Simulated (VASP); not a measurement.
# Si16C (a cell with a defect) in VASP: further runs, part 2 of 2

VASP 6.6.1. The steps go on from the part before.

## 3. Single point, PBE+D3(BJ), collinear spin, zero start

Contents of INCAR:

```
PREC     = Accurate       # precision mode
ENCUT    = 520            # plane-wave cutoff, eV
EDIFF    = 1E-6           # SCF threshold, eV
ISMEAR   = 0              # smearing method
SIGMA    = 0.05           # smearing width, eV
LREAL    = Auto         
LASPH    = T              # aspherical terms in the spheres
NELM     = 150            # most SCF steps
ALGO     = Normal         # electronic algorithm
ISIF     = 2              # what is computed and relaxed
LWAVE    = F              # write WAVECAR
LCHARG   = F              # write CHGCAR
ISPIN    = 2              # spin polarisation
MAGMOM   = 0 0 0 0 0 0 0 0 0 0 0 0 0 0 0 0 0 # initial moments
LORBIT   = 11             # projections on sites
GGA      = PE             # functional
IVDW     = 12             # dispersion correction
NBANDS   = 52             # bands
```

Contents of KPOINTS:

```
Automatic mesh
0
Gamma
  2 2 2
```

Contents of POSCAR:

```
Si16C
1.0
    0.0000000000      5.4300000000      5.4300000000
    5.4300000000      0.0000000000      5.4300000000
    5.4300000000      5.4300000000      0.0000000000
Si C
16 1
Direct
   -0.0033309392      0.0045366483     -0.0252581952
    0.0639189687      0.1356554328      0.1438727440
    0.0199598527     -0.0336189687      0.5060257827
    0.1581922652      0.1173202578      0.6024749540
   -0.0195557090      0.5046313996      0.0171122468
    0.1215476059      0.6316341621      0.1218866483
    0.0076534070      0.4914965009      0.4964828729
    0.1193116943      0.6031748619      0.6469560773
    0.4560196133      0.0346457643     -0.0129437385
    0.6212255064      0.1334133517      0.0939339779
    0.5636459484      0.0033732044      0.4614982505
    0.5907682320      0.2130286372      0.6252997238
    0.4959018416      0.5067384899     -0.0021476980
    0.6070258748      0.6583651013      0.1091783610
    0.4765756906      0.5752537753      0.4816837937
    0.6341292818      0.6384832413      0.6253432781
    0.7797848987      0.0885208103      0.4206867403
```

Potentials or basis: VASP PAW PBE potentials, release 64 (Si, C).

On the command line:

```sh
$ cat potpaw_PBE.64/Si/POTCAR potpaw_PBE.64/C/POTCAR > POTCAR
$ mpirun -np 1 vasp_std > vasp.out
```

It took 7 min on 1 thread of Intel Xeon 6975P-C (Granite Rapids), shared host; peak memory 0.71 GiB.

Results (log left out):

| Quantity | Value |
| --- | --- |
| Free energy | -96.2371 eV |
| Pressure | 0.2 GPa |
| Largest force | 0.150 eV/Å |
| Band gap on the k mesh | 0.02 eV |
| Net moment | 0.00 μB per cell |
| Valence electrons inside the program's atomic spheres | Si 1.70, 1.64, 1.67, 1.65, 1.69, 1.72, 1.68, 1.71 (each value once); C 2.43 |
| Dispersion energy per atom | -0.311 eV |

Forces in eV/Å, atoms in the order of the input:
```
Si  -0.020  0.011  0.017
Si   0.072 -0.012 -0.101
Si  -0.033  0.023  0.013
Si   0.007 -0.016 -0.019
Si  -0.016  0.003  0.007
Si   0.003 -0.012 -0.001
Si  -0.001  0.008  0.011
Si   0.024 -0.002  0.003
Si  -0.021  0.018  0.030
Si   0.008 -0.001  0.000
Si   0.003  0.062  0.129
Si   0.054  0.021  0.001
Si   0.007  0.003 -0.006
Si   0.010  0.000  0.006
Si  -0.018  0.006 -0.008
Si  -0.009 -0.005 -0.007
C   -0.070 -0.109 -0.077
```

Stress tensor (GPa, compression positive):
```
 1.73 -0.60  0.98
-0.60 -0.04 -1.67
 0.98 -1.67 -1.16
```

Levels at points of the mesh, in eV from the valence-band top:
Spin up:
```
           k point  band 31  band 32  band 33  band 34  band 35  band 36  band 37  band 38
(0.00, 0.00, 0.00)    -1.03    -0.64    -0.55    -0.22     0.02     0.26     0.52     0.66
(0.50, 0.00, 0.00)    -1.28    -1.19    -0.92    -0.66     0.66     1.10     1.13     1.26
(0.00, 0.50, 0.00)    -1.14    -1.10    -0.51    -0.32     0.66     0.85     1.08     1.20
(0.00, 0.00, 0.50)    -1.15    -1.04    -0.79    -0.22     0.63     0.95     1.23     1.31
(0.50, 0.50, 0.50)    -1.18    -1.08    -0.69    -0.58     0.61     1.14     1.18     1.26
(0.50, 0.50, 0.00)    -1.68    -1.50    -0.97    -0.55     0.79     1.25     1.51     1.99
(0.00, 0.50, 0.50)    -1.60    -1.53    -0.84     0.00     0.55     1.01     1.47     1.91
(0.50, 0.00, 0.50)    -1.50    -1.50    -0.94    -0.44     0.62     1.09     1.49     1.94
```
Spin down:
```tsv
k point	band 31	band 32	band 33	band 34	band 35	band 36	band 37	band 38
(0.00, 0.00, 0.00)	-1.03	-0.64	-0.55	-0.22	0.02	0.26	0.52	0.66
(0.50, 0.00, 0.00)	-1.28	-1.19	-0.92	-0.66	0.66	1.10	1.13	1.26
(0.00, 0.50, 0.00)	-1.14	-1.10	-0.51	-0.32	0.66	0.85	1.08	1.20
(0.00, 0.00, 0.50)	-1.15	-1.04	-0.79	-0.22	0.63	0.95	1.23	1.31
(0.50, 0.50, 0.50)	-1.18	-1.08	-0.69	-0.58	0.61	1.14	1.18	1.26
(0.50, 0.50, 0.00)	-1.68	-1.50	-0.97	-0.55	0.79	1.25	1.51	1.99
(0.00, 0.50, 0.50)	-1.60	-1.53	-0.84	0.00	0.55	1.01	1.47	1.91
(0.50, 0.00, 0.50)	-1.50	-1.50	-0.94	-0.44	0.62	1.09	1.49	1.94
```

Caveat: the k points lie up to 0.50 Å⁻¹ apart; semilocal functionals underestimate gaps, and a narrow one can read as zero.

## 4. Single point, PBE+D3(BJ), collinear spin, zero start

Contents of INCAR:

```
SYSTEM = Si16C
PREC = Accurate
ENCUT = 520
EDIFF = 1E-6
ISMEAR = 0
SIGMA = 0.05
LREAL = Auto
LASPH = .TRUE.
NELM = 150
ALGO = Normal
ISIF = 2
LWAVE = .FALSE.
LCHARG = .FALSE.
ISPIN = 2
MAGMOM = 0 0 0 0 0 0 0 0 0 0 0 0 0 0 0 0 0
LORBIT = 11
GGA = PE
IVDW = 12
NBANDS = 52
```

Contents of KPOINTS:

```
regular mesh
0
G
  2 2 2
  0 0 0
```

Contents of POSCAR:

```
Si16C
1.0
    0.0000000000      5.4300000000      5.4300000000
    5.4300000000      0.0000000000      5.4300000000
    5.4300000000      5.4300000000      0.0000000000
Si C
16 1
Direct
    0.0112454880      0.0103631676     -0.0262605893
    0.1305299263      0.1404625230      0.0977899632
   -0.0262723757      0.0117108656      0.4647368324
    0.1268034070      0.1197894107      0.5999205341
    0.0102169429      0.5142318600     -0.0241626151
    0.1283319521      0.6366418969      0.1089485267
    0.0085895028      0.4938922652      0.4826165746
    0.1128550645      0.6431136280      0.6024791897
    0.4946127993      0.0030046961      0.0246586556
    0.6384943831      0.1289058011      0.1221374770
    0.5193337017     -0.0136467772      0.4893062615
    0.5479747698      0.2207631676      0.6786559853
    0.5015473297      0.5014959484     -0.0030151013
    0.6368153775      0.6333236648      0.1026000921
    0.4764020258      0.5703569061      0.4696353591
    0.6357565378      0.6179187845      0.6227309392
    0.6956351750      0.0736674033      0.5010585635
```

On the command line:

```sh
$ cat potpaw_PBE.64/Si/POTCAR potpaw_PBE.64/C/POTCAR > POTCAR
$ mpirun -np 1 vasp_std > vasp.out
```

It took 6.8 min on 1 thread of Intel Xeon 6975P-C (Granite Rapids), shared host; peak memory 0.7 GiB.

Results (log left out):

```
Free energy                                           : -96.3822 eV
Pressure                                              : 1.6 GPa
Largest force                                         : 0.185 eV/Å
Band gap on the k mesh                                : zero (filled and empty bands overlap)
Net moment                                            : 0.00 μB per cell
Valence electrons inside the program's atomic spheres : Si 1.70, 1.71, 1.67, 1.65, 1.73, 1.68, 1.72, 1.69 (each value once); C 2.48
Dispersion energy per atom                            : -0.313 eV
```

Forces on the atoms (eV/Å):
```
Si  -0.013 -0.032 -0.028
Si   0.048 -0.025 -0.095
Si  -0.057  0.083 -0.044
Si  -0.021  0.022  0.039
Si   0.011  0.010 -0.043
Si  -0.009  0.013 -0.022
Si   0.018  0.014 -0.010
Si   0.009  0.037 -0.028
Si  -0.016 -0.057 -0.051
Si  -0.048 -0.099 -0.045
Si   0.009  0.023  0.169
Si  -0.011 -0.025 -0.029
Si  -0.034 -0.061  0.036
Si   0.008 -0.019 -0.033
Si   0.031  0.030  0.028
Si   0.058 -0.063  0.048
C    0.016  0.148  0.110
```

Stress tensor (GPa, compression positive):
```
 3.97  0.04  0.32
 0.04  0.48 -1.39
 0.32 -1.39  0.46
```

Levels at points of the mesh, in eV from the Fermi level:
Spin up:
| k point | band 32 | band 33 | band 34 | band 35 | band 36 | band 37 |
| --- | --- | --- | --- | --- | --- | --- |
| (0.00, 0.00, 0.00) | -0.85 | -0.56 | -0.47 | -0.34 | -0.10 | 0.30 |
| (0.50, 0.00, 0.00) | -1.25 | -1.06 | -0.17 | 0.59 | 0.75 | 0.96 |
| (0.00, 0.50, 0.00) | -1.28 | -1.02 | 0.02 | 0.46 | 0.71 | 0.94 |
| (0.00, 0.00, 0.50) | -1.25 | -1.10 | -0.12 | 0.47 | 0.75 | 0.93 |
| (0.50, 0.50, 0.50) | -1.28 | -1.03 | -0.02 | 0.56 | 0.59 | 1.06 |
| (0.50, 0.50, 0.00) | -1.72 | -1.10 | -0.78 | 0.83 | 1.10 | 1.34 |
| (0.00, 0.50, 0.50) | -1.77 | -1.09 | 0.34 | 0.48 | 1.03 | 1.34 |
| (0.50, 0.00, 0.50) | -1.76 | -1.10 | -0.77 | 0.86 | 1.20 | 1.38 |
Spin down:
```csv
k point,band 31,band 32,band 33,band 34,band 35,band 36,band 37,band 38
"(0.00, 0.00, 0.00)",-1.23,-0.85,-0.56,-0.47,-0.34,-0.10,0.30,0.44
"(0.50, 0.00, 0.00)",-1.42,-1.25,-1.06,-0.17,0.59,0.75,0.96,1.11
"(0.00, 0.50, 0.00)",-1.33,-1.28,-1.02,0.02,0.46,0.71,0.94,1.06
"(0.00, 0.00, 0.50)",-1.29,-1.25,-1.10,-0.12,0.47,0.75,0.93,1.11
"(0.50, 0.50, 0.50)",-1.42,-1.28,-1.03,-0.02,0.56,0.59,1.06,1.13
"(0.50, 0.50, 0.00)",-1.83,-1.72,-1.10,-0.78,0.83,1.10,1.34,1.83
"(0.00, 0.50, 0.50)",-1.84,-1.77,-1.09,0.34,0.48,1.03,1.34,1.69
"(0.50, 0.00, 0.50)",-1.90,-1.76,-1.10,-0.77,0.86,1.20,1.38,1.87
```

Caveat: the k points lie up to 0.50 Å⁻¹ apart, too coarse for converged energies and pressures of a metal.

## 5. The runs side by side

```csv
cell,gap on the mesh (eV),pressure (GPa),moment (μB),largest force (eV/Å)
"as given, atomic positions A",none,0.7,0.00,0.34
"as given, atomic positions B",0.02,0.2,0.00,0.15
"as given, atomic positions C",none,1.6,0.00,0.19
```

Alike in all rows: task single point; level PBE+D3(BJ); potentials or basis VASP PAW PBE potentials, release 64 (Si, C); spin collinear, zero start; k mesh 2 × 2 × 2; cutoff (eV) 520; smearing gaussian 0.05 eV.

Caveats: all runs use coarse meshes; semilocal functionals underestimate gaps, and a narrow one can read as zero (at least some runs).

Absolute energies hang on the potentials; compare differences alone.
